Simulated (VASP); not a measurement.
# CaSe in VASP: further runs, part 2 of 2

VASP 6.6.1. Earlier steps stand in the parts before.

### Step 3. Single point, PBE

This run uses another cell than the first one, of 35.22 Å³/atom, 0.980 times its volume.

The input, INCAR:

```
SYSTEM = CaSe
PREC = Accurate
ENCUT = 520
EDIFF = 1E-6
ISMEAR = 0
SIGMA = 0.01
LREAL = .FALSE.
LASPH = .TRUE.
NELM = 100
ALGO = Normal
ISIF = 2
LWAVE = .FALSE.
LCHARG = .TRUE.
GGA = PE
LELF = .TRUE.
LVHAR = .TRUE.
NBANDS = 15
```

The input, KPOINTS:

```
Automatic mesh
0
G
  5 5 5
  0 0 0
```

The input, POSCAR:

```
CaSe
1.0
    0.0000000000      3.2670000000      3.3000000000
    3.2670000000      0.0000000000      3.3000000000
    3.2670000000      3.2670000000      0.0000000000
Ca Se
1 1
Direct
    0.0000000000      0.0000000000      0.0000000000
    0.7500000000      0.7500000000      0.7500000000
```

Potentials or basis: VASP PAW PBE potentials, release 64 (Ca_sv, Se).

The run is started by

```bash
$ cat potpaw_PBE.64/Ca_sv/POTCAR potpaw_PBE.64/Se/POTCAR > POTCAR
$ mpirun -np 1 vasp_std > vasp.out
```

OUTCAR:

```text
SYSTEM = CaSe
   PREC = Accurate
   ENCUT = 520
   EDIFF = 1E-6
   ISMEAR = 0
   LREAL = .FALSE.
   LASPH = .TRUE.
   NELM = 100
   ISIF = 2
   GGA = PE

 ion  position               nearest neighbor table
   1  0.000  0.000  0.000-   2 2.84   2 2.84   2 2.84   2 2.84
   2  0.750  0.750  0.750-   1 2.84   1 2.84   1 2.84   1 2.84

  LATTYP: Found a body centered tetragonal cell.
 ALAT       =     4.6202357083
 C/A-ratio  =     1.4284985479

  Lattice vectors:

[... 503 lines left out ...]

  FORCE on cell =-STRESS in cart. coord.  units (eV):
  Direction    XX          YY          ZZ          XY          YZ          ZX
  --------------------------------------------------------------------------------------
  -------------------------------------------------------------------------------------
  Total        0.2717975      0.2717975      0.2512977      0.0000000      0.0000000      0.0000000
  in kB        6.1817839      6.1817839      5.7155344      0.0000000      0.0000000      0.0000000
  external PRESSURE =       6.0263674 kB  Pullay stress =       0.0000000 kB

 VOLUME and BASIS-vectors are now :
 -----------------------------------------------------------------------------
  energy-cutoff  :      520.00
  volume of cell :       70.44
      direct lattice vectors                 reciprocal lattice vectors
     0.000000000  3.267000000  3.300000000    -0.153045608  0.153045608  0.151515152
     3.267000000  0.000000000  3.300000000     0.153045608 -0.153045608  0.151515152
     3.267000000  3.267000000  0.000000000     0.153045608  0.153045608 -0.151515152

 POSITION                                       TOTAL-FORCE (eV/Angst)
 -----------------------------------------------------------------------------------
      0.00000      0.00000      0.00000         0.000000      0.000000     -0.000000
      4.90050      4.90050      4.95000        -0.000000     -0.000000      0.000000
 -----------------------------------------------------------------------------------
    total drift:                               -0.000000     -0.000000      0.000000

  FREE ENERGIE OF THE ION-ELECTRON SYSTEM (eV)
  ---------------------------------------------------
  free  energy   TOTEN  =        -8.9671227425 eV

  energy  without entropy=       -8.9671227425  energy(sigma->0) =       -8.96712274
```

OSZICAR:

```text
N       E                     dE             d eps       ncg     rms          rms(c)
DAV:   1     0.109895389838E+03    0.10990E+03   -0.71708E+03   540   0.939E+02
DAV:   2    -0.380477048190E+01   -0.11370E+03   -0.10734E+03   687   0.230E+02
DAV:   3    -0.904184192608E+01   -0.52371E+01   -0.51920E+01   757   0.473E+01
DAV:   4    -0.939516737433E+01   -0.35333E+00   -0.35308E+00   793   0.992E+00
DAV:   5    -0.939737851096E+01   -0.22111E-02   -0.22110E-02   750   0.966E-01    0.437E+00
DAV:   6    -0.899701397815E+01    0.40036E+00   -0.52888E-01   645   0.313E+00    0.252E+00
DAV:   7    -0.895333978538E+01    0.43674E-01   -0.22176E-01   722   0.245E+00    0.103E+00
DAV:   8    -0.896581585077E+01   -0.12476E-01   -0.28936E-02   610   0.128E+00    0.203E-01
DAV:   9    -0.896606484112E+01   -0.24899E-03   -0.23664E-03   729   0.408E-01    0.107E-01
DAV:  10    -0.896697489452E+01   -0.91005E-03   -0.80641E-04   603   0.157E-01    0.313E-02
DAV:  11    -0.896711855893E+01   -0.14366E-03   -0.24428E-04   680   0.892E-02    0.120E-02
DAV:  12    -0.896711920804E+01   -0.64912E-06   -0.12995E-05   666   0.194E-02    0.343E-03
DAV:  13    -0.896712281437E+01   -0.36063E-05   -0.67982E-06   638   0.122E-02    0.338E-03
DAV:  14    -0.896712274253E+01    0.71842E-07   -0.14321E-07   543   0.207E-03
   1 F= -.89671227E+01 E0= -.89671227E+01  d E =-.126336-104
```

Wall time 57 s (1 thread of AMD EPYC 7R13, shared host); peak memory 0.18 GiB.

Results:

- Free energy: -8.9671 eV
- Pressure: 0.6 GPa
- Band gap on the k mesh: 3.20 eV, indirect (least direct gap 3.30 eV)

### Step 4. Single point, PBE

This run uses another cell than the first one, of 35.46 Å³/atom, 0.987 times its volume.

The input, INCAR:

```
SYSTEM = CaSe
ALGO = Normal ; EDIFF = 1E-7
ENCUT = 520 ; GGA = PE
ISIF = 2 ; ISMEAR = 0
LASPH = .TRUE. ; LCHARG = .FALSE.
LREAL = .FALSE. ; LWAVE = .FALSE.
NBANDS = 15 ; NELM = 60
PREC = Accurate ; SIGMA = 0.01
```

The input, KPOINTS:

```
k-points
0
G
  5 5 5
  0 0 0
```

The input, POSCAR:

```
CaSe
1.0
    0.0000000000      3.2780000000      3.3000000000
    3.2780000000      0.0000000000      3.3000000000
    3.2780000000      3.2780000000      0.0000000000
Ca Se
1 1
Direct
    0.0000000000      0.0000000000      0.0000000000
    0.7500000000      0.7500000000      0.7500000000
```

The run is started by

```bash
$ cat potpaw_PBE.64/Ca_sv/POTCAR potpaw_PBE.64/Se/POTCAR > POTCAR
$ mpirun -np 1 vasp_std > vasp.out
```

Run time: 56 s. Hardware: 1 thread of AMD EPYC 7R13, shared host; peak memory 0.18 GiB.

It converged, with:

```
Free energy            : -8.9687 eV
Pressure               : 0.4 GPa
Band gap on the k mesh : 3.18 eV, indirect (least direct gap 3.28 eV)
```

Levels at points of the mesh, in eV from the valence-band top:
| k point | band 6 | band 7 | band 8 | band 9 | band 10 | band 11 |
| --- | --- | --- | --- | --- | --- | --- |
| (0.00, 0.00, 0.00) | -0.10 | -0.10 | -0.10 | 3.18 | 5.35 | 5.38 |

A k mesh can miss the band edges. Expect the measured gap to be larger: semilocal functionals such as PBE lack the derivative discontinuity.

### Step 5. Single point, PBE

This run uses another cell than the first one, of 35.70 Å³/atom, 0.993 times its volume.

The input, INCAR:

```
SYSTEM = CaSe
ALGO = Normal
EDIFF = 1E-6
ENCUT = 520
GGA = PE
ISIF = 2
ISMEAR = 0
LASPH = .TRUE.
LCHARG = .TRUE.
LELF = .TRUE.
LREAL = .FALSE.
LVHAR = .TRUE.
LWAVE = .FALSE.
NBANDS = 15
NELM = 80
PREC = Accurate
SIGMA = 0.01
```

KPOINTS is that of step 4.

The input, POSCAR:

```
CaSe
1.0
    0.0000000000      3.2890000000      3.3000000000
    3.2890000000      0.0000000000      3.3000000000
    3.2890000000      3.2890000000      0.0000000000
Ca Se
1 1
Direct
    0.0000000000      0.0000000000      0.0000000000
    0.7500000000      0.7500000000      0.7500000000
```

The run is started by

```bash
$ cat potpaw_PBE.64/Ca_sv/POTCAR potpaw_PBE.64/Se/POTCAR > POTCAR
$ mpirun -np 1 vasp_std > vasp.out
```

Run time: 56 s. Hardware: 1 thread of AMD EPYC 7R13, shared host; peak memory 0.18 GiB.

The run converged. Its results:

```yaml
Free_energy: -8.9696 eV
Pressure: 0.1 GPa
Band_gap_on_the_k_mesh: 3.17 eV, indirect (least direct gap 3.26 eV)
```

Levels at points of the mesh, in eV from the valence-band top:
| k point | band 4 | band 5 | band 6 | band 7 | band 8 | band 9 | band 10 | band 11 | band 12 | band 13 |
| --- | --- | --- | --- | --- | --- | --- | --- | --- | --- | --- |
| (0.00, 0.00, 0.00) | -20.12 | -10.31 | -0.09 | -0.09 | -0.09 | 3.17 | 5.34 | 5.36 | 7.33 | 7.34 |

A k mesh can miss the band edges. PBE gaps usually lie below the measured ones, often by a third to a half.

### Step 6. Summary

```csv
cell,gap on the mesh (eV),pressure (GPa)
"a = 4.667 Å, angles 60.0°, 2 atoms",3.15,-0.1
"a = 4.644, b = 4.644, c = 4.620 Å, angles 60.2, 60.2, 59.7°, 2 atoms",3.20,0.6
"a = 4.651, b = 4.651, c = 4.636 Å, angles 60.1, 60.1, 59.8°, 2 atoms",3.18,0.4
"a = 4.659, b = 4.659, c = 4.651 Å, angles 60.1, 60.1, 59.9°, 2 atoms",3.17,0.1
```

Alike in all rows: task single point; level PBE; potentials or basis VASP PAW PBE potentials, release 64 (Ca_sv, Se); no spin polarisation; k mesh 5 × 5 × 5; cutoff (eV) 520; smearing gaussian 0.01 eV.

Total energies depend on the potentials used, so only differences within one code and one set of settings carry meaning.
